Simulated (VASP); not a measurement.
# CaS (Oldhamite) (Fm-3m) in VASP: a series of runs

Runs on CaS (Oldhamite). Level: PBE. Tasks: electric field gradients.

All numbers are computed with VASP 6.6.1; they aren't measurements. Logs are shortened: lines on timing, memory, paths and dates and some standing lists are left out, and cuts for length are marked.

### Step 1. The cell of the first run

The structure is cubic, space group Fm-3m (No. 225). Conventional cell: a = 5.686 Å, b = 5.686 Å, c = 5.686 Å, α = 90.00°, β = 90.00°, γ = 90.00°. Ca (site symmetry m-3m) has 6 S at 2.84 Å within 3.7 Å. S (site symmetry m-3m) has 6 Ca at 2.84 Å within 3.7 Å.

### Step 2. Electric field gradients, PBE

The input, INCAR:

```
PREC = Accurate ; ENCUT = 400
EDIFF = 1E-8 ; ISMEAR = 1
SIGMA = 0.15 ; LREAL = False
LASPH = True ; NELM = 120
ALGO = Normal ; ISIF = 2
LWAVE = False ; LCHARG = False
GGA = PE ; LEFG = True
NBANDS = 15 ; GGA_COMPAT = False
```

The input, KPOINTS:

```
regular mesh
0
Gamma
  8 8 8
```

The input, POSCAR:

```
CaS
1.0
    0.0000000000      2.8430000000      2.8430000000
    2.8430000000      0.0000000000      2.8430000000
    2.8430000000      2.8430000000      0.0000000000
Ca S
1 1
Direct
    0.0000000000      0.0000000000      0.0000000000
    0.5000000000      0.5000000000      0.5000000000
```

Potentials or basis: VASP PAW PBE potentials, release 64 (Ca_sv, S).

Command:

```sh
> cat potpaw_PBE.64/Ca_sv/POTCAR potpaw_PBE.64/S/POTCAR > POTCAR
> mpirun -np 1 vasp_std > vasp.out
```

OUTCAR:

```text
PREC = Accurate
   ENCUT = 400
   EDIFF = 1E-8
   ISMEAR = 1
   LREAL = False
   LASPH = True
   NELM = 120
   ISIF = 2
   GGA = PE

 ion  position               nearest neighbor table
   1  0.000  0.000  0.000-   2 2.84   2 2.84   2 2.84   2 2.84   2 2.84   2 2.84
   2  0.500  0.500  0.500-   1 2.84   1 2.84   1 2.84   1 2.84   1 2.84   1 2.84

  LATTYP: Found a face centered cubic cell.
 ALAT       =     5.6860000000

  Lattice vectors:

 A1 = (   0.0000000000,   2.8430000000,   2.8430000000)
 A2 = (   2.8430000000,   0.0000000000,   2.8430000000)
 A3 = (   2.8430000000,   2.8430000000,   0.0000000000)

Analysis of symmetry for initial positions (statically):
=====================================================================
 Subroutine PRICEL returns:
 Original cell was already a primitive cell.

 Routine SETGRP: Setting up the symmetry group for a
 face centered cubic supercell.

 Subroutine GETGRP returns: Found 48 space group operations
 (whereof 48 operations were pure point group operations)
 out of a pool of 48 trial point group operations.

The static configuration has the point symmetry O_h .

Analysis of symmetry for dynamics (positions and initial velocities):
=====================================================================
 Subroutine PRICEL returns:
 Original cell was already a primitive cell.

 Routine SETGRP: Setting up the symmetry group for a
 face centered cubic supercell.

 Subroutine GETGRP returns: Found 48 space group operations
 (whereof 48 operations were pure point group operations)
 out of a pool of 48 trial point group operations.

The dynamic configuration has the point symmetry O_h .

 Subroutine INISYM returns: Found 48 space group operations
 (whereof 48 operations are pure point group operations),
 and found     1 'primitive' translations

----------------------------------------------------------------------------------------

                                     Primitive cell

  volume of cell :      45.9579

  direct lattice vectors                    reciprocal lattice vectors
     0.000000000  2.843000000  2.843000000    -0.175870559  0.175870559  0.175870559
     2.843000000  0.000000000  2.843000000     0.175870559 -0.175870559  0.175870559
     2.843000000  2.843000000  0.000000000     0.175870559  0.175870559 -0.175870559

  length of vectors
     4.020609158  4.020609158  4.020609158     0.304616744  0.304616744  0.304616744

[... 129 lines left out ...]
 E-fermi :   2.8615     XC(G=0):  -9.3357

 val. band max:        2.7625085995   @ k =   0.0000   0.0000   0.0000
 cond. band min:       5.1084674827   @ k =   0.5000   0.5000   0.0000
 fundamental gap:      2.3459588832
 Fermi energy:         2.8615102565

 k-point     1 :       0.0000    0.0000    0.0000
  band No.  band energies     occupation
      1     -36.4189      2.00000
      2     -17.3991      2.00000
      3     -17.3991      2.00000
      4     -17.3991      2.00000
      5      -8.5796      2.00000
      6       2.7625      1.89026
      7       2.7625      1.89026
      8       2.7625      1.89026
      9       6.9264      0.00000
     10       6.9264      0.00000
     11       6.9264      0.00000
     12       6.9387      0.00000
     13       7.5245      0.00000
     14       7.5245      0.00000
[... 401 lines left out ...]
      2     -17.5381      2.00000
      3     -17.4497      2.00000
      4     -17.4258      2.00000
      5      -7.7950      2.00000
      6       0.1200      2.00000
      7       1.2581      2.00000
      8       1.5874      2.00000
      9       7.7519      0.00000
     10       8.0754      0.00000
     11       9.2199      0.00000
     12       9.5405      0.00000
     13       9.8222      0.00000
     14      10.7895      0.00000
     15      12.0953      0.00000

 [... further k-points ...]
[... 5 lines left out ...]
  --------------------------------------------------------------------------------------
  -------------------------------------------------------------------------------------
  Total        0.2771462      0.2771462      0.2771462      0.0000000     -0.0000000      0.0000000
  in kB        9.6618183      9.6618183      9.6618183      0.0000000     -0.0000000      0.0000000
  external PRESSURE =       9.6618183 kB  Pullay stress =       0.0000000 kB

 VOLUME and BASIS-vectors are now :
 -----------------------------------------------------------------------------
  energy-cutoff  :      400.00
  volume of cell :       45.96
      direct lattice vectors                 reciprocal lattice vectors
     0.000000000  2.843000000  2.843000000    -0.175870559  0.175870559  0.175870559
     2.843000000  0.000000000  2.843000000     0.175870559 -0.175870559  0.175870559
     2.843000000  2.843000000  0.000000000     0.175870559  0.175870559 -0.175870559

 POSITION                                       TOTAL-FORCE (eV/Angst)
 -----------------------------------------------------------------------------------
      0.00000      0.00000      0.00000         0.000000      0.000000      0.000000
      2.84300      2.84300      2.84300        -0.000000     -0.000000     -0.000000
 -----------------------------------------------------------------------------------
    total drift:                                0.000000      0.000000      0.000000

  FREE ENERGIE OF THE ION-ELECTRON SYSTEM (eV)
  ---------------------------------------------------
  free  energy   TOTEN  =       -10.3623121433 eV

  energy  without entropy=      -10.3625160129  energy(sigma->0) =      -10.36238010

 Electric field gradients (V/A^2)
---------------------------------------------------------------------
 ion       V_xx      V_yy      V_zz      V_xy      V_xz      V_yz
---------------------------------------------------------------------
   1      -0.000     0.000    -0.000    -0.001    -0.001    -0.001
   2      -0.000     0.000     0.000     0.001     0.001     0.001
---------------------------------------------------------------------

 Electric field gradients after diagonalization (V/A^2)
 (convention: |V_zz| > |V_xx| > |V_yy|)
----------------------------------------------------------------------
 ion       V_xx      V_yy      V_zz     asymmetry (V_yy - V_xx)/ V_zz
----------------------------------------------------------------------
   1       0.001     0.001    -0.002       0.000
   2      -0.001    -0.001     0.001       0.000
----------------------------------------------------------------------

           NMR quadrupolar parameters

 Cq : quadrupolar parameter    Cq=e*Q*V_zz/h
 eta: asymmetry parameters     (V_yy - V_xx)/ V_zz
 Q  : nuclear electric quadrupole moment in mb (millibarn)
----------------------------------------------------------------------
 ion       Cq(MHz)       eta       Q (mb)
----------------------------------------------------------------------
   1      -0.000       0.000       1.000
   2       0.000       0.000       1.000
----------------------------------------------------------------------
```

stdout:

```text
POSCAR found type information on POSCAR CaS
 POSCAR found :  2 types and       2 ions
 scaLAPACK will be used
 LDA part: xc-table for (Slater+PW92), standard interpolation
 POSCAR, INCAR and KPOINTS ok, starting setup
 FFT: planning ... GRIDC
 FFT: planning ... GRID_SOFT
 FFT: planning ... GRID
 WAVECAR not read
 entering main loop
ion   1

ion   2
```

It took 15 s on 1 thread of Intel Xeon Platinum 8259CL at 2.50GHz (Skylake/Cascade Lake), shared host; peak memory 0.15 GiB.

What came out:

```
Free energy            : -10.3623 eV
Pressure               : 1.0 GPa
Band gap on the k mesh : 2.35 eV, indirect (least direct gap 3.16 eV)
```

Levels at points of the mesh, in eV from the valence-band top:
```tsv
k point	band 5	band 6	band 7	band 8	band 9	band 10	band 11	band 12
(0.00, 0.00, 0.00)	-11.34	0.00	0.00	0.00	4.16	4.16	4.16	4.18
(0.50, 0.00, 0.00)	-10.52	-3.11	-1.17	-1.17	5.23	6.08	6.21	6.21
(0.50, 0.50, 0.00)	-10.71	-2.29	-0.81	-0.81	2.35	5.61	6.04	6.80
```

Caveat: without QUAD_EFG the Cq values of the log hold for a quadrupole moment of 1 mb, not for the nuclei. PBE gaps usually lie below the measured ones, often by a third to a half.

### Step 3. Electric field gradients, PBE

This run uses another cell than the first one: it holds 16 atoms, not 2.

The input, INCAR:

```
SYSTEM = CaS
  PREC = Accurate
  ENCUT = 400
  EDIFF = 1E-8
  ISMEAR = 0
  SIGMA = 0.01
  LREAL = .FALSE.
  LASPH = .TRUE.
  NELM = 120
  ALGO = Normal
  ISIF = 2
  LWAVE = .FALSE.
  LCHARG = .FALSE.
  GGA = PE
  LEFG = .TRUE.
  NBANDS = 78
  GGA_COMPAT = .FALSE.
```

The input, KPOINTS:

```
regular mesh
0
G
  3 3 3
  0 0 0
```

The input, POSCAR:

```
CaS
1.0
    0.0000000000      5.6860000000      5.6860000000
    5.6860000000      0.0000000000      5.6860000000
    5.6860000000      5.6860000000      0.0000000000
Ca S
8 8
Direct
    0.0000000000      0.0000000000      0.0000000000
    0.0000000000      0.0000000000      0.5000000000
    0.0000000000      0.5000000000      0.0000000000
    0.0000000000      0.5000000000      0.5000000000
    0.5000000000      0.0000000000      0.0000000000
    0.5000000000      0.0000000000      0.5000000000
    0.5000000000      0.5000000000      0.0000000000
    0.5000000000      0.5000000000      0.5000000000
    0.2500000000      0.2500000000      0.2500000000
    0.2500000000      0.2500000000      0.7500000000
    0.2500000000      0.7500000000      0.2500000000
    0.2500000000      0.7500000000      0.7500000000
    0.7500000000      0.2500000000      0.2500000000
    0.7500000000      0.2500000000      0.7500000000
    0.7500000000      0.7500000000      0.2500000000
    0.7500000000      0.7500000000      0.7500000000
```

Potentials or basis: VASP PAW PBE potentials, release 64 (Ca_sv, S).

Command:

```sh
> cat potpaw_PBE.64/Ca_sv/POTCAR potpaw_PBE.64/S/POTCAR > POTCAR
> mpirun -np 1 vasp_std > vasp.out
```

OUTCAR:

```text
SYSTEM = CaS
   PREC = Accurate
   ENCUT = 400
   EDIFF = 1E-8
   ISMEAR = 0
   LREAL = .FALSE.
   LASPH = .TRUE.
   NELM = 120
   ISIF = 2
   GGA = PE

 ion  position               nearest neighbor table
   1  0.000  0.000  0.000-  10 2.84  11 2.84  12 2.84  13 2.84  14 2.84  15 2.84
   2  0.000  0.000  0.500-   9 2.84  11 2.84  12 2.84  13 2.84  14 2.84  16 2.84
   3  0.000  0.500  0.000-   9 2.84  10 2.84  12 2.84  13 2.84  15 2.84  16 2.84
   4  0.000  0.500  0.500-   9 2.84  10 2.84  11 2.84  14 2.84  15 2.84  16 2.84
   5  0.500  0.000  0.000-   9 2.84  10 2.84  11 2.84  14 2.84  15 2.84  16 2.84
   6  0.500  0.000  0.500-   9 2.84  10 2.84  12 2.84  13 2.84  15 2.84  16 2.84
[... 8 lines left out ...]
  15  0.750  0.750  0.250-   1 2.84   3 2.84   4 2.84   5 2.84   6 2.84   8 2.84
  16  0.750  0.750  0.750-   2 2.84   3 2.84   4 2.84   5 2.84   6 2.84   7 2.84
[... 6 lines left out ...]
 A1 = (   0.0000000000,   5.6860000000,   5.6860000000)
 A2 = (   5.6860000000,   0.0000000000,   5.6860000000)
 A3 = (   5.6860000000,   5.6860000000,   0.0000000000)

Analysis of symmetry for initial positions (statically):
=====================================================================
 Subroutine PRICEL returns following result:

  LATTYP: Found a face centered cubic cell.
 ALAT       =     5.6860000000

  Lattice vectors:

 A1 = (   0.0000000000,   2.8430000000,   2.8430000000)
 A2 = (   2.8430000000,   0.0000000000,   2.8430000000)
 A3 = (   2.8430000000,   2.8430000000,   0.0000000000)

   8 primitive cells build up your supercell.

 Routine SETGRP: Setting up the symmetry group for a
 face centered cubic supercell.

 Subroutine GETGRP returns: Found 48 space group operations
 (whereof 48 operations were pure point group operations)
 out of a pool of 48 trial point group operations.

The static configuration has the point symmetry O_h .

Analysis of symmetry for dynamics (positions and initial velocities):
=====================================================================
 Subroutine PRICEL returns following result:

  LATTYP: Found a face centered cubic cell.
 ALAT       =     5.6860000000

  Lattice vectors:

 A1 = (   0.0000000000,   2.8430000000,   2.8430000000)
 A2 = (   2.8430000000,   0.0000000000,   2.8430000000)
 A3 = (   2.8430000000,   2.8430000000,   0.0000000000)

   8 primitive cells build up your supercell.

 Routine SETGRP: Setting up the symmetry group for a
 face centered cubic supercell.

 Subroutine GETGRP returns: Found 48 space group operations
 (whereof 48 operations were pure point group operations)
 out of a pool of 48 trial point group operations.

The dynamic configuration has the point symmetry O_h .

 Subroutine INISYM returns: Found 48 space group operations
 (whereof 48 operations are pure point group operations),
 and found     8 'primitive' translations

----------------------------------------------------------------------------------------

                                     Primitive cell

  volume of cell :      45.9579

  direct lattice vectors                    reciprocal lattice vectors
[... 101 lines left out ...]
 maximum number of plane-waves:      6698
 NGX is ok and might be reduce to    54

 number of electron     128.0000042 magnetization

 Free energy of the ion-electron system (eV)
  ---------------------------------------------------
  ext. energy  EPLUGINS =         0.00000000
  ---------------------------------------------------
  free energy    TOTEN  =       -82.89543247 eV

  energy without entropy =      -82.89543247  energy(sigma->0) =      -82.89543247

 E-fermi :   2.8311     XC(G=0):  -9.3354

 val. band max:        2.7632528141   @ k =   0.0000   0.0000   0.0000
 cond. band min:       5.1085574705   @ k =   0.0000   0.0000   0.0000
 fundamental gap:      2.3453046564
 Fermi energy:         2.8310607739

 k-point     1 :       0.0000    0.0000    0.0000
  band No.  band energies     occupation
      1     -36.4193      2.00000
      2     -36.4075      2.00000
      3     -36.4075      2.00000
      4     -36.4075      2.00000
      5     -36.4075      2.00000
      6     -36.4038      2.00000
[... 305 lines left out ...]
     75       7.7911      0.00000
     76       7.8891      0.00000
 [bands above 76 left out]

------------------------ aborting loop because EDIFF is reached ----------------------------------------

  FORCE on cell =-STRESS in cart. coord.  units (eV):
  Direction    XX          YY          ZZ          XY          YZ          ZX
  --------------------------------------------------------------------------------------
  -------------------------------------------------------------------------------------
  Total        2.2312110      2.2312110      2.2312110      0.0000000      0.0000000      0.0000000
  in kB        9.7230086      9.7230086      9.7230086      0.0000000      0.0000000      0.0000000
  external PRESSURE =       9.7230086 kB  Pullay stress =       0.0000000 kB

 VOLUME and BASIS-vectors are now :
 -----------------------------------------------------------------------------
  energy-cutoff  :      400.00
  volume of cell :      367.66
      direct lattice vectors                 reciprocal lattice vectors
     0.000000000  5.686000000  5.686000000    -0.087935280  0.087935280  0.087935280
     5.686000000  0.000000000  5.686000000     0.087935280 -0.087935280  0.087935280
     5.686000000  5.686000000  0.000000000     0.087935280  0.087935280 -0.087935280

 POSITION                                       TOTAL-FORCE (eV/Angst)
 -----------------------------------------------------------------------------------
      0.00000      0.00000      0.00000        -0.000000     -0.000000      0.000000
      2.84300      2.84300      0.00000         0.000000      0.000000     -0.000000
      2.84300      0.00000      2.84300         0.000000      0.000000      0.000000
      5.68600      2.84300      2.84300        -0.000000     -0.000000      0.000000
      0.00000      2.84300      2.84300        -0.000000      0.000000     -0.000000
      2.84300      5.68600      2.84300        -0.000000      0.000000     -0.000000
[... 8 lines left out ...]
      5.68600      5.68600      8.52900         0.000000      0.000000      0.000000
      8.52900      8.52900      8.52900        -0.000000     -0.000000      0.000000
 -----------------------------------------------------------------------------------
    total drift:                               -0.000000      0.000000     -0.000000

  FREE ENERGIE OF THE ION-ELECTRON SYSTEM (eV)
  ---------------------------------------------------
  free  energy   TOTEN  =       -82.8954324664 eV

  energy  without entropy=      -82.8954324664  energy(sigma->0) =      -82.89543247

 Electric field gradients (V/A^2)
---------------------------------------------------------------------
 ion       V_xx      V_yy      V_zz      V_xy      V_xz      V_yz
---------------------------------------------------------------------
   1      -0.000    -0.000     0.000     0.001     0.001     0.001
   2      -0.000    -0.000     0.000     0.001     0.001     0.001
   3      -0.000    -0.000     0.000     0.001     0.001     0.001
   4      -0.000    -0.000     0.000     0.001     0.001     0.001
   5      -0.000    -0.000     0.000     0.001     0.001     0.001
   6      -0.000    -0.000     0.000     0.001     0.001     0.001
[... 8 lines left out ...]
  15      -0.000     0.000     0.000    -0.000    -0.000    -0.000
  16       0.000    -0.000     0.000    -0.000    -0.000    -0.000
---------------------------------------------------------------------

 Electric field gradients after diagonalization (V/A^2)
 (convention: |V_zz| > |V_xx| > |V_yy|)
----------------------------------------------------------------------
 ion       V_xx      V_yy      V_zz     asymmetry (V_yy - V_xx)/ V_zz
----------------------------------------------------------------------
   1      -0.001    -0.001     0.001       0.000
   2      -0.001    -0.001     0.001       0.000
   3      -0.001    -0.001     0.001       0.000
   4      -0.001    -0.001     0.001       0.000
   5      -0.001    -0.001     0.001       0.000
   6      -0.001    -0.001     0.001       0.000
[... 8 lines left out ...]
  15       0.000     0.000    -0.000       0.000
  16       0.000     0.000    -0.000       0.000
----------------------------------------------------------------------

           NMR quadrupolar parameters

 Cq : quadrupolar parameter    Cq=e*Q*V_zz/h
 eta: asymmetry parameters     (V_yy - V_xx)/ V_zz
 Q  : nuclear electric quadrupole moment in mb (millibarn)
----------------------------------------------------------------------
 ion       Cq(MHz)       eta       Q (mb)
----------------------------------------------------------------------
   1       0.000       0.000       1.000
   2       0.000       0.000       1.000
   3       0.000       0.000       1.000
   4       0.000       0.000       1.000
   5       0.000       0.000       1.000
   6       0.000       0.000       1.000
[... 8 lines left out ...]
  15      -0.000       0.000       1.000
  16      -0.000       0.000       1.000
----------------------------------------------------------------------
```

Wall time 2.6 min (1 thread of Intel Xeon Platinum 8259CL at 2.50GHz (Skylake/Cascade Lake), shared host); peak memory 0.38 GiB.

What came out:

* Free energy: -82.8954 eV
* Pressure: 1.0 GPa
* Band gap on the k mesh: 2.35 eV

Caveat: without QUAD_EFG the Cq values of the log hold for a quadrupole moment of 1 mb, not for the nuclei. PBE gaps usually lie below the measured ones, often by a third to a half.
